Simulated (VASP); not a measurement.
# Ag (a cell with a defect) in VASP: single point with PBE

Aim: the single point of Ag (a cell with a defect) with PBE.

All numbers are computed with VASP 6.6.1; they aren't measurements. Logs are shortened: lines on timing, memory, paths and dates and some standing lists are left out, and cuts for length are marked.

## (1) The cell of the first run

The cell holds a defect, 15 atoms: a = 7.184 Å, b = 7.184 Å, c = 7.184 Å, α = 109.47°, β = 109.47°, γ = 109.47°.

## (2) Single point, PBE (atoms taken out, then relaxed in part)

Contents of INCAR:

```
SYSTEM = Ag
ALGO = Fast
EDIFF = 1E-7
ENCUT = 520
GGA = PE
ISIF = 2
ISMEAR = 0
LASPH = .True.
LCHARG = .False.
LREAL = Auto
LWAVE = .False.
NBANDS = 96
NELM = 60
PREC = Accurate
SIGMA = 0.1
```

Contents of KPOINTS:

```
k-points
0
Gamma
  5 5 5
  0 0 0
```

Contents of POSCAR:

```
Ag
1.0
   -4.1474981826      4.1474981826     -4.1474981826
    4.1474981826      4.1474981826      4.1474981826
    4.1474981826     -4.1474981826     -4.1474981826
Ag
15
Direct
    0.0024337620      0.2475662380      0.7500000000
    0.4975662380      0.0000000000      0.5024337620
    0.7500000000      0.5000000000      0.7500000000
    0.2500000000      0.2475662380      0.5024337620
    0.4975662380      0.7524337620      0.7500000000
    0.0024337620      0.5048675240      0.5024337620
    0.7500000000      0.0000000000      0.2500000000
    0.4975662380      0.2475662380      0.2451324760
    0.7548675240      0.7524337620      0.5024337620
    0.0024337620      0.0000000000     -0.0024337620
    0.2500000000      0.5000000000      0.2500000000
    0.0024337620      0.7524337620      0.2548675240
    0.7451324760      0.2475662380     -0.0024337620
    0.4975662380      0.4951324760     -0.0024337620
    0.2500000000      0.7524337620     -0.0024337620
```

Potentials or basis: VASP PAW PBE potentials, release 64 (Ag).

The run is started by

```bash
> cat potpaw_PBE.64/Ag/POTCAR > POTCAR
> mpirun -np 1 vasp_std > vasp.out
```

OUTCAR:

```text
SYSTEM = Ag
   EDIFF = 1E-7
   ENCUT = 520
   GGA = PE
   ISIF = 2
   ISMEAR = 0
   LASPH = .True.
   LREAL = Auto
   NELM = 60
   PREC = Accurate

 ion  position               nearest neighbor table
   1  0.002  0.248  0.750-   4 2.90   9 2.90  10 2.90  14 2.90  11 2.93   7 2.93   3 2.96   6 2.96
                            13 2.96  15 2.96   2 2.96
   2  0.498  0.000  0.502-   4 2.90   5 2.90  12 2.90  13 2.90   3 2.93  11 2.93   7 2.96   9 2.96
                             8 2.96  15 2.96   1 2.96
   3  0.750  0.500  0.750-   6 2.93   9 2.93  13 2.93  14 2.93  10 2.93  15 2.93   2 2.93   4 2.93
                            12 2.96   8 2.96   5 2.96   1 2.96
   4  0.250  0.248  0.502-   1 2.90   2 2.90  12 2.90  14 2.90   3 2.93   7 2.93  11 2.96   6 2.96
                             8 2.96  10 2.96   5 2.96
   5  0.498  0.752  0.750-   2 2.90   6 2.90  13 2.90  15 2.90   7 2.93  11 2.93   3 2.96   9 2.96
                            14 2.96  10 2.96   4 2.96
   6  0.002  0.505  0.502-   5 2.90  15 2.90  12 2.90   9 2.90   3 2.93  11 2.93   7 2.96   1 2.96
                             4 2.96  13 2.96   8 2.96
   7  0.750  0.000  0.250-   8 2.93   9 2.93  12 2.93  13 2.93   1 2.93   4 2.93   5 2.93  15 2.93
                            14 2.96   6 2.96  10 2.96   2 2.96
   8  0.498  0.248  0.245-  10 2.90  15 2.90  14 2.90  13 2.90  11 2.93   7 2.93   3 2.96   2 2.96
                             4 2.96   9 2.96   6 2.96
   9  0.755  0.752  0.502-   1 2.90  10 2.90   6 2.90  12 2.90   3 2.93   7 2.93  11 2.96   5 2.96
                             2 2.96   8 2.96  14 2.96
  10  0.002  0.000  0.998-   1 2.90   8 2.90   9 2.90  15 2.90  11 2.93   3 2.93   7 2.96  12 2.96
                            13 2.96   4 2.96   5 2.96
  11  0.250  0.500  0.250-   6 2.93   8 2.93  12 2.93  14 2.93   2 2.93   5 2.93   1 2.93  10 2.93
                             9 2.96  13 2.96  15 2.96   4 2.96
  12  0.002  0.752  0.255-   2 2.90   4 2.90   6 2.90   9 2.90   7 2.93  11 2.93   3 2.96  15 2.96
                            10 2.96  13 2.96  14 2.96
  13  0.745  0.248  0.998-   2 2.90   5 2.90   8 2.90  14 2.90   3 2.93   7 2.93  11 2.96  10 2.96
                             1 2.96  12 2.96   6 2.96
  14  0.498  0.495  0.998-   1 2.90   4 2.90   8 2.90  13 2.90  11 2.93   3 2.93   7 2.96   5 2.96
                            15 2.96  12 2.96   9 2.96
  15  0.250  0.752  0.998-   5 2.90   6 2.90   8 2.90  10 2.90   7 2.93   3 2.93  11 2.96  14 2.96
                            12 2.96   1 2.96   2 2.96

  LATTYP: Found a body centered cubic cell.
 ALAT       =     8.2949963652

  Lattice vectors:

 A1 = (  -4.1474981826,   4.1474981826,  -4.1474981826)
 A2 = (   4.1474981826,   4.1474981826,   4.1474981826)
 A3 = (   4.1474981826,  -4.1474981826,  -4.1474981826)

Analysis of symmetry for initial positions (statically):
=====================================================================
 Subroutine PRICEL returns:
 Original cell was already a primitive cell.

 Routine SETGRP: Setting up the symmetry group for a
 body centered cubic supercell.

 Subroutine GETGRP returns: Found 48 space group operations
 (whereof  4 operations were pure point group operations)
 out of a pool of 48 trial point group operations.

The static configuration has the point symmetry C_2v.
 The point group associated with its full space group is O_h .

Analysis of symmetry for dynamics (positions and initial velocities):
=====================================================================
 Subroutine PRICEL returns:
 Original cell was already a primitive cell.

 Routine SETGRP: Setting up the symmetry group for a
 body centered cubic supercell.

 Subroutine GETGRP returns: Found 48 space group operations
 (whereof  4 operations were pure point group operations)
 out of a pool of 48 trial point group operations.

The dynamic configuration has the point symmetry C_2v.
 The point group associated with its full space group is O_h .

 Subroutine INISYM returns: Found 48 space group operations
 (whereof  4 operations are pure point group operations),
 and found     1 'primitive' translations

----------------------------------------------------------------------------------------

                                     Primitive cell

  volume of cell :     285.3768

  direct lattice vectors                    reciprocal lattice vectors
[... 62 lines left out ...]

 Subroutine IBZKPT returns following result:
 ===========================================

 Found     10 irreducible k-points:

 Following reciprocal coordinates:
            Coordinates               Weight
  0.000000  0.000000  0.000000      1.000000
  0.200000  0.000000  0.000000     12.000000
  0.400000  0.000000  0.000000     12.000000
  0.200000  0.200000 -0.000000     24.000000
  0.400000  0.200000 -0.000000     24.000000
  0.200000  0.200000  0.200000      8.000000
 -0.200000  0.200000  0.200000      6.000000
 -0.400000  0.400000  0.200000     24.000000
 -0.400000 -0.400000  0.200000      8.000000
 -0.400000  0.400000  0.400000      6.000000
   k-points           NKPTS =     10   k-points in BZ     NKDIM =     10   number of bands    NBANDS=     96
   number of dos      NEDOS =    301   number of ions     NIONS =     15
   total plane-waves  NPLWV = 157464
   dimension x,y,z NGX =    54 NGY =   54 NGZ =   54
   dimension x,y,z NGXF=   108 NGYF=  108 NGZF=  108
   ions per type =              15
   NGX,Y,Z   is equivalent  to a cutoff of  12.50, 12.50, 12.50 a.u.
   NGXF,Y,Z  is equivalent  to a cutoff of  24.99, 24.99, 24.99 a.u.
 SYSTEM =  Ag
   PREC   = accura    normal or accurate (medium, high low for compatibility)
   ISTART =      0    job   : 0-new  1-cont  2-samecut
   ICHARG =      2    charge: 1-file 2-atom 10-const
   ISPIN  =      1    spin polarized calculation?
   LNONCOLLINEAR =      F non collinear calculations
   LSORBIT =      F    spin-orbit coupling
   LASPH  =      T    aspherical Exc in radial PAW
   ENCUT  =  520.0 eV  38.22 Ry    6.18 a.u.  13.36 13.36 13.36*2*pi/ulx,y,z
   NELM   =     60;   NELMIN=  2; NELMDL= -5     # of ELM steps
   EDIFF  = 0.1E-06   stopping-criterion for ELM
   LREAL  =      T    real-space projection
   EDIFFG = 0.1E-05   stopping-criterion for IOM
   NSW    =      0    number of steps for IOM
   IBRION =     -1    ionic relax: 0-MD 1-quasi-New 2-CG
   NFREE  =      0    steps in history (QN), initial steepest desc. (CG)
   ISIF   =      2    stress and relaxation
   ISYM   =      2    0-nonsym 1-usesym 2-fastsym
   POTIM  = 0.5000    time-step for ionic-motion
   TEBEG  =    0.0;   TEEND  =   0.0 temperature during run
   PSTRESS=    0.0 pullay stress
   NELECT =     165.0000    total number of electrons
   NUPDOWN=      -1.0000    fix difference up-down
   EMIN   =  10.00;   EMAX   =-10.00  energy-range for DOS
   EFERMI =   0.00;   METHOD = LEGACY
   ISMEAR =     0;   SIGMA  =   0.10  broadening in eV -4-tet -1-fermi 0-gaus
   EFERMI_NEDOS =   21; number of points for ismear=-14 and -15
   IALGO  =     68    algorithm
   IMIX   =      4    mixing-type and parameters
     AMIX     =   0.40;   BMIX     =  1.00
     AMIX_MAG =   1.60;   BMIX_MAG =  1.00
  volume/ion in A,a.u.               =      19.03       128.39
  Fermi-wavevector in a.u.,A,eV,Ry     =   1.363840  2.577283 25.307629  1.860058
  Thomas-Fermi vector in A             =   2.490207
   LORBIT       =      0    0 simple, 1 ext, 2 COOP (PROOUT), +10 PAW based schemes
   GGA     = PE    functional components
   LHFCALC =     F    Hartree Fock is set to
   AEXX    =    0.0000 exact exchange contribution
   IVDW    =     0    specifies the selected vdW correction
   LEPSILON=     F    determine dielectric tensor
   LRPA    =     F    only Hartree local field effects (RPA)
 non-spin polarized calculation
 RMM-DIIS sequential band-by-band and
 Gauss-broadening in eV      SIGMA  =   0.10
  energy-cutoff  :      520.00
  volume of cell :      285.38
 maximum number of plane-waves:      7726
 NGX is ok and might be reduce to    54
   NGX = 27   NGY = 27   NGZ = 27

 number of electron     164.9999986 magnetization

 Free energy of the ion-electron system (eV)
  ---------------------------------------------------
  ext. energy  EPLUGINS =         0.00000000
  ---------------------------------------------------
  free energy    TOTEN  =       -39.97571881 eV

  energy without entropy =      -39.95704325  energy(sigma->0) =      -39.96638103

 E-fermi :   7.0268     XC(G=0): -11.5045

 val. band max:        6.9862286637   @ k =   0.2000   0.2000  -0.0000
 cond. band min:       7.1038288495   @ k =  -0.4000   0.4000   0.4000
 fundamental gap:      0.1176001858
 Fermi energy:         7.0268487407

 k-point     1 :       0.0000    0.0000    0.0000
  band No.  band energies     occupation
      1      -0.1205      2.00000
      2       0.9760      2.00000
      3       1.1275      2.00000
      4       1.1275      2.00000
      5       1.1616      2.00000
      6       1.1616      2.00000
[... 959 lines left out ...]
     93      11.8574      0.00000
     94      11.8574      0.00000
 [bands above 94 left out]

------------------------ aborting loop because EDIFF is reached ----------------------------------------

  FORCE on cell =-STRESS in cart. coord.  units (eV):
  Direction    XX          YY          ZZ          XY          YZ          ZX
  --------------------------------------------------------------------------------------
  -------------------------------------------------------------------------------------
  Total       -2.7561847     -2.7561847     -2.7561847      0.0000000      0.0000000      0.0000000
  in kB      -15.4739181    -15.4739181    -15.4739181      0.0000000      0.0000000      0.0000000
  external PRESSURE =     -15.4739181 kB  Pullay stress =       0.0000000 kB

 VOLUME and BASIS-vectors are now :
 -----------------------------------------------------------------------------
  energy-cutoff  :      520.00
  volume of cell :      285.38
      direct lattice vectors                 reciprocal lattice vectors
    -4.147498183  4.147498183 -4.147498183     0.000000000  0.120554604 -0.120554604
     4.147498183  4.147498183  4.147498183     0.120554604  0.120554604  0.000000000
     4.147498183 -4.147498183 -4.147498183     0.120554604  0.000000000 -0.120554604

 POSITION                                       TOTAL-FORCE (eV/Angst)
 -----------------------------------------------------------------------------------
      4.12731     -2.07375     -2.09394        -0.000554      0.000000     -0.000554
      0.02019     -0.02019     -4.14750         0.000554     -0.000554      0.000000
      2.07375      2.07375     -4.14750        -0.000000      0.000000      0.000000
      2.07375     -0.02019     -2.09394        -0.000000     -0.000554     -0.000554
      4.16769      2.07375     -2.05356         0.000554      0.000000      0.000554
      4.16769      0.02019     -0.00000         0.000554      0.000554      0.000000
     -2.07375      2.07375     -4.14750        -0.000000      0.000000      0.000000
     -0.02019      2.07375     -2.05356        -0.000554      0.000000      0.000554
      2.07375      4.16769     -2.09394        -0.000000      0.000554     -0.000554
      4.12731     -4.12731     -4.14750        -0.000554      0.000554      0.000000
      2.07375      2.07375      0.00000        -0.000000      0.000000      0.000000
      4.16769      2.07375      2.05356         0.000554      0.000000     -0.000554
      2.07375     -0.02019     -6.20106        -0.000000     -0.000554      0.000554
      4.12731     -0.02019     -4.14750        -0.000554     -0.000554      0.000000
      6.22125      0.02019     -2.05356        -0.000000      0.000554      0.000554
 -----------------------------------------------------------------------------------
    total drift:                               -0.000000      0.000000     -0.000000

  FREE ENERGIE OF THE ION-ELECTRON SYSTEM (eV)
  ---------------------------------------------------
  free  energy   TOTEN  =       -39.9757188077 eV

  energy  without entropy=      -39.9570432511  energy(sigma->0) =      -39.96638103
```

It took 4.8 min on 1 thread of AMD EPYC 9R45 (Zen 5), shared host; peak memory 0.44 GiB.

Results:

```yaml
Free_energy: -39.9757 eV
Pressure: -1.5 GPa
Band_gap_on_the_k_mesh: zero (an odd number of electrons rules out a gap without spin polarisation)
```

Caveat: the cell differs from its parent crystal (atoms taken out, then relaxed in part).
